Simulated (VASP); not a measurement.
# Cs6AlSb3 (P2_1/m) in VASP: single point with PBE

Aim: the single point of Cs6AlSb3 with PBE.

All numbers are computed with VASP 6.6.1; they aren't measurements. Logs are shortened: lines on timing, memory, paths and dates and some standing lists are left out, and cuts for length are marked.

### 1 The cell of the first run

It takes space group P2_1/m (No. 11, monoclinic). The conventional cell has a = 10.845 Å, b = 6.507 Å, c = 12.707 Å, α = 90.00°, β = 100.95°, γ = 90.00°. Within 5.1 Å of Cs (site symmetry m) lie 7 Cs at 3.90 to 4.43 Å and 2 Al at 3.92 Å and 5 Sb at 3.95 to 4.12 Å. Cs (site symmetry m) has 4 Sb at 3.80 to 4.25 Å and 8 Cs at 3.96 to 4.58 Å within 5.0 Å. Cs (site symmetry m) has 6 Cs at 3.83 to 4.68 Å and 6 Sb at 4.00 to 4.33 Å and 3 Al at 4.22 to 4.70 Å within 5.0 Å. Within 5.1 Å of Cs (site symmetry m) lie 5 Sb at 3.87 to 4.24 Å and 7 Cs at 3.90 to 4.49 Å and 1 Al at 4.51 Å. Within 5.0 Å of Cs (site symmetry m) lie 4 Sb at 3.79 to 3.94 Å and 8 Cs at 3.96 to 4.58 Å. Cs (site symmetry m) has 6 Cs at 3.77 to 4.68 Å and 6 Sb at 3.96 to 4.31 Å and 3 Al at 4.25 to 4.63 Å within 5.0 Å. Within 3.5 Å of Al (site symmetry m) lie 3 Sb at 2.63 to 2.68 Å. Sb (site symmetry m) has 1 Al at 2.68 Å within 3.5 Å.

### 2 Single point, PBE

INCAR reads:

```
SYSTEM = Cs6AlSb3
PREC     = Accurate       ! precision mode
ENCUT    = 520            ! plane-wave cutoff, eV
EDIFF    = 1E-7           ! SCF threshold, eV
ISMEAR   = -1             ! smearing method
SIGMA    = 0.02           ! smearing width, eV
LREAL    = Auto         
LASPH    = .TRUE.         ! aspherical terms in the spheres
NELM     = 100            ! most SCF steps
ALGO     = Normal         ! electronic algorithm
ISIF     = 2              ! what is computed and relaxed
LWAVE    = .FALSE.        ! write WAVECAR
LCHARG   = .FALSE.        ! write CHGCAR
GGA      = PE             ! functional
NBANDS   = 88             ! bands
```

KPOINTS reads:

```
regular mesh
0
G
  3 5 3
  0 0 0
```

POSCAR reads:

```
Cs6AlSb3
1.0
   10.8446000000      0.0000000000      0.0000000000
    0.0000000000      6.5069000000      0.0000000000
   -2.4137997492      0.0000000000     12.4760404589
Cs Al Sb
12 2 6
Direct
    0.6195025409      0.2500000000      0.1748106002
    0.3804974591      0.7500000000      0.8251893998
    0.2549297438      0.2500000000      0.2831388711
    0.7450702562      0.7500000000      0.7168611289
    0.9574696346      0.2500000000      0.4223366383
    0.0425303654      0.7500000000      0.5776633617
    0.5978437629      0.2500000000      0.8653157974
    0.4021562371      0.7500000000      0.1346842026
    0.6311466767      0.2500000000      0.5186476892
    0.3688533233      0.7500000000      0.4813523108
    0.9470464546      0.2500000000      0.0521183719
    0.0529535454      0.7500000000      0.9478816281
    0.8247943701      0.7500000000      0.2209134814
    0.1752056299      0.2500000000      0.7790865186
    0.6885128515      0.7500000000      0.3763693189
    0.3114871485      0.2500000000      0.6236306811
    0.0720298895      0.7500000000      0.2682651163
    0.9279701105      0.2500000000      0.7317348837
    0.7123683381      0.7500000000      0.0173128882
    0.2876316619      0.2500000000      0.9826871118
```

Potentials or basis: VASP PAW PBE potentials, release 64 (Cs_sv, Al, Sb).

Run with:

```sh
$ cat potpaw_PBE.64/Cs_sv/POTCAR potpaw_PBE.64/Al/POTCAR potpaw_PBE.64/Sb/POTCAR > POTCAR
$ mpirun -np 1 vasp_std > vasp.out
```

OUTCAR:

```text
SYSTEM = Cs6AlSb3
   PREC = Accurate
   ENCUT = 520
   EDIFF = 1E-7
   ISMEAR = -1
   LREAL = Auto
   LASPH = .TRUE.
   NELM = 100
   ISIF = 2
   GGA = PE

 ion  position               nearest neighbor table
   1  0.620  0.250  0.175-
   2  0.380  0.750  0.825-
   3  0.255  0.250  0.283-
   4  0.745  0.750  0.717-
   5  0.957  0.250  0.422-
   6  0.043  0.750  0.578-
   7  0.598  0.250  0.865-
   8  0.402  0.750  0.135-
   9  0.631  0.250  0.519-
  10  0.369  0.750  0.481-
  11  0.947  0.250  0.052-
  12  0.053  0.750  0.948-
  13  0.825  0.750  0.221-  17 2.63  19 2.64  15 2.68
  14  0.175  0.250  0.779-  18 2.63  20 2.64  16 2.68
  15  0.689  0.750  0.376-  13 2.68
  16  0.311  0.250  0.624-  14 2.68
  17  0.072  0.750  0.268-  13 2.63
  18  0.928  0.250  0.732-  14 2.63
  19  0.712  0.750  0.017-  13 2.64
  20  0.288  0.250  0.983-  14 2.64

  LATTYP: Found a simple monoclinic cell.
 ALAT       =    10.8446000000
 B/A-ratio  =     0.6000129097
 C/A-ratio  =     1.1717721262
 COS(beta)  =    -0.1899522915

  Lattice vectors:

 A1 = (  10.8446000000,   0.0000000000,   0.0000000000)
 A2 = (   0.0000000000,   6.5069000000,   0.0000000000)
 A3 = (  -2.4137997492,   0.0000000000,  12.4760404589)

Analysis of symmetry for initial positions (statically):
=====================================================================
 Subroutine PRICEL returns:
 Original cell was already a primitive cell.

 Routine SETGRP: Setting up the symmetry group for a
 simple monoclinic supercell.

 Subroutine GETGRP returns: Found  4 space group operations
 (whereof  2 operations were pure point group operations)
 out of a pool of  4 trial point group operations.

The static configuration has the point symmetry S_2 .
 The point group associated with its full space group is C_2h.

Analysis of symmetry for dynamics (positions and initial velocities):
=====================================================================
 Subroutine PRICEL returns:
 Original cell was already a primitive cell.

 Routine SETGRP: Setting up the symmetry group for a
 simple monoclinic supercell.

 Subroutine GETGRP returns: Found  4 space group operations
 (whereof  2 operations were pure point group operations)
 out of a pool of  4 trial point group operations.

The dynamic configuration has the point symmetry S_2 .
 The point group associated with its full space group is C_2h.

[... 125 lines left out ...]
   LREAL  =      T    real-space projection
   EDIFFG = 0.1E-05   stopping-criterion for IOM
   NSW    =      0    number of steps for IOM
   IBRION =     -1    ionic relax: 0-MD 1-quasi-New 2-CG
   NFREE  =      0    steps in history (QN), initial steepest desc. (CG)
   ISIF   =      2    stress and relaxation
   ISYM   =      2    0-nonsym 1-usesym 2-fastsym
   POTIM  = 0.5000    time-step for ionic-motion
   TEBEG  =    0.0;   TEEND  =   0.0 temperature during run
   PSTRESS=    0.0 pullay stress
   NELECT =     144.0000    total number of electrons
   NUPDOWN=      -1.0000    fix difference up-down
   EMIN   =  10.00;   EMAX   =-10.00  energy-range for DOS
   EFERMI =   0.00;   METHOD = LEGACY
   ISMEAR =    -1;   SIGMA  =   0.02  broadening in eV -4-tet -1-fermi 0-gaus
   EFERMI_NEDOS =   21; number of points for ismear=-14 and -15
   IALGO  =     38    algorithm
   IMIX   =      4    mixing-type and parameters
     AMIX     =   0.40;   BMIX     =  1.00
     AMIX_MAG =   1.60;   BMIX_MAG =  1.00
  volume/ion in A,a.u.               =      44.02       297.05
  Fermi-wavevector in a.u.,A,eV,Ry     =   0.895312  1.691893 10.906195  0.801583
  Thomas-Fermi vector in A             =   2.017627
   LORBIT       =      0    0 simple, 1 ext, 2 COOP (PROOUT), +10 PAW based schemes
   GGA     = PE    functional components
   LHFCALC =     F    Hartree Fock is set to
   AEXX    =    0.0000 exact exchange contribution
   IVDW    =     0    specifies the selected vdW correction
   LEPSILON=     F    determine dielectric tensor
   LRPA    =     F    only Hartree local field effects (RPA)
 non-spin polarized calculation
  energy-cutoff  :      520.00
  volume of cell :      880.37
 maximum number of plane-waves:     23749
 NGX is ok and might be reduce to    84
   NGX = 41   NGY = 25   NGZ = 47

 number of electron     144.0000015 magnetization

 Free energy of the ion-electron system (eV)
  ---------------------------------------------------
  ext. energy  EPLUGINS =         0.00000000
  ---------------------------------------------------
  free energy    TOTEN  =       -50.89768712 eV

  energy without entropy =      -50.89768712  energy(sigma->0) =      -50.89768712

 E-fermi :   3.2473     XC(G=0):  -8.0633

 val. band max:        2.8925318880   @ k =   0.3333   0.0000   0.0000
 cond. band min:       3.5874224097   @ k =   0.0000   0.0000   0.0000
 fundamental gap:      0.6948905217
 Fermi energy:         3.2472797991

 k-point     1 :       0.0000    0.0000    0.0000
  band No.  band energies     occupation
      1     -20.0691      2.00000
      2     -20.0613      2.00000
      3     -19.8872      2.00000
      4     -19.8467      2.00000
      5     -19.8009      2.00000
      6     -19.7660      2.00000
[... 1294 lines left out ...]
     83       5.4742      0.00000
     84       5.5112      0.00000
 [bands above 84 left out]

------------------------ aborting loop because EDIFF is reached ----------------------------------------

  FORCE on cell =-STRESS in cart. coord.  units (eV):
  Direction    XX          YY          ZZ          XY          YZ          ZX
  --------------------------------------------------------------------------------------
  -------------------------------------------------------------------------------------
  Total        5.0793042      4.3365927      4.5873176      0.0000000      0.0000000     -0.2361201
  in kB        9.2437962      7.8921398      8.3484327      0.0000000      0.0000000     -0.4297136
  external PRESSURE =       8.4947896 kB  Pullay stress =       0.0000000 kB

 VOLUME and BASIS-vectors are now :
 -----------------------------------------------------------------------------
  energy-cutoff  :      520.00
  volume of cell :      880.37
      direct lattice vectors                 reciprocal lattice vectors
    10.844600000  0.000000000  0.000000000     0.092211792  0.000000000  0.017840660
     0.000000000  6.506900000  0.000000000     0.000000000  0.153683013  0.000000000
    -2.413799749  0.000000000 12.476040459     0.000000000  0.000000000  0.080153636

 POSITION                                       TOTAL-FORCE (eV/Angst)
 -----------------------------------------------------------------------------------
      6.29630      1.62672      2.18094         0.007108     -0.000000      0.016248
      2.13450      4.88017     10.29510        -0.007108     -0.000000     -0.016248
      2.08117      1.62672      3.53245         0.002147     -0.000000     -0.000037
      6.34963      4.88017      8.94359        -0.002147     -0.000000      0.000037
      9.36394      1.62672      5.26909        -0.001744     -0.000000     -0.014895
     -0.93314      4.88017      7.20695         0.001744     -0.000000      0.014895
[... 12 lines left out ...]
      7.68356      4.88017      0.21600         0.005692     -0.000000     -0.043965
      0.74724      1.62672     12.26004        -0.005692      0.000000      0.043965
 -----------------------------------------------------------------------------------
    total drift:                                0.000000      0.000000     -0.000000

  FREE ENERGIE OF THE ION-ELECTRON SYSTEM (eV)
  ---------------------------------------------------
  free  energy   TOTEN  =       -50.8976871179 eV

  energy  without entropy=      -50.8976871166  energy(sigma->0) =      -50.89768712
```

OSZICAR:

```text
N       E                     dE             d eps       ncg     rms          rms(c)
DAV:   1     0.106325900530E+04    0.10633E+04   -0.53837E+04  2640   0.133E+03
DAV:   2     0.785004799515E+02   -0.98476E+03   -0.95766E+03  3536   0.223E+02
DAV:   3    -0.531846982053E+02   -0.13169E+03   -0.13109E+03  3056   0.891E+01
DAV:   4    -0.562023154144E+02   -0.30176E+01   -0.30121E+01  3040   0.162E+01
DAV:   5    -0.562467203165E+02   -0.44405E-01   -0.44383E-01  3008   0.203E+00    0.770E+00
DAV:   6    -0.517680045077E+02    0.44787E+01   -0.69087E+00  3464   0.572E+00    0.460E+00
DAV:   7    -0.508545158556E+02    0.91349E+00   -0.76151E+00  3096   0.518E+00    0.218E+00
DAV:   8    -0.509213360981E+02   -0.66820E-01   -0.12166E+00  2984   0.221E+00    0.961E-01
DAV:   9    -0.508943570177E+02    0.26979E-01   -0.11778E-01  3048   0.879E-01    0.524E-01
DAV:  10    -0.508961182148E+02   -0.17612E-02   -0.24627E-02  3016   0.264E-01    0.279E-01
DAV:  11    -0.508978366159E+02   -0.17184E-02   -0.10810E-02  2904   0.273E-01    0.126E-01
DAV:  12    -0.508977148932E+02    0.12172E-03   -0.81126E-04  3056   0.751E-02    0.667E-02
DAV:  13    -0.508976900259E+02    0.24867E-04   -0.30327E-04  2904   0.410E-02    0.323E-02
DAV:  14    -0.508976870969E+02    0.29290E-05   -0.10536E-04  3176   0.197E-02    0.951E-03
DAV:  15    -0.508976860118E+02    0.10852E-05   -0.19790E-05  3080   0.108E-02    0.472E-03
DAV:  16    -0.508976870370E+02   -0.10252E-05   -0.21204E-06  3024   0.400E-03    0.305E-03
DAV:  17    -0.508976871179E+02   -0.80971E-07   -0.90787E-07  2880   0.252E-03
   1 F= -.50897687E+02 E0= -.50897687E+02  d E =-.136527E-08
```

stdout:

```text
POSCAR found type information on POSCAR CsAlSb
 POSCAR found :  3 types and      20 ions
 scaLAPACK will be used
 LDA part: xc-table for (Slater+PW92), standard interpolation
 POSCAR, INCAR and KPOINTS ok, starting setup
 FFT: planning ... GRIDC
 FFT: planning ... GRID_SOFT
 FFT: planning ... GRID
 WAVECAR not read
 entering main loop
```

It took 31 min on 1 thread of Intel Xeon Platinum 8488C (Sapphire Rapids), shared host; peak memory 1.2 GiB.

Results:

```
Free energy            : -50.8977 eV
Pressure               : 0.8 GPa
Largest force          : 0.044 eV/Å
Band gap on the k mesh : 0.69 eV (least direct gap 0.81 eV)
```

Forces in eV/Å, atoms in the order of the input:
```
Cs   0.007  0.000  0.016
Cs  -0.007  0.000 -0.016
Cs   0.002  0.000  0.000
Cs  -0.002  0.000  0.000
Cs  -0.002  0.000 -0.015
Cs   0.002  0.000  0.015
Cs  -0.005  0.000 -0.008
Cs   0.005  0.000  0.008
Cs  -0.009  0.000 -0.008
Cs   0.009  0.000  0.008
Cs  -0.008  0.000  0.007
Cs   0.008  0.000 -0.007
Al   0.004  0.000  0.009
Al  -0.004  0.000 -0.009
Sb  -0.016  0.000  0.028
Sb   0.016  0.000 -0.028
Sb   0.023  0.000 -0.004
Sb  -0.023  0.000  0.004
Sb   0.006  0.000 -0.044
Sb  -0.006  0.000  0.044
```

Stress tensor (GPa, compression positive):
```
 0.92  0.00 -0.04
 0.00  0.79  0.00
-0.04  0.00  0.83
```

Caveat: semilocal functionals underestimate gaps, and a narrow one can read as zero; spin-orbit coupling is left out, which moves the levels of the heavy elements.
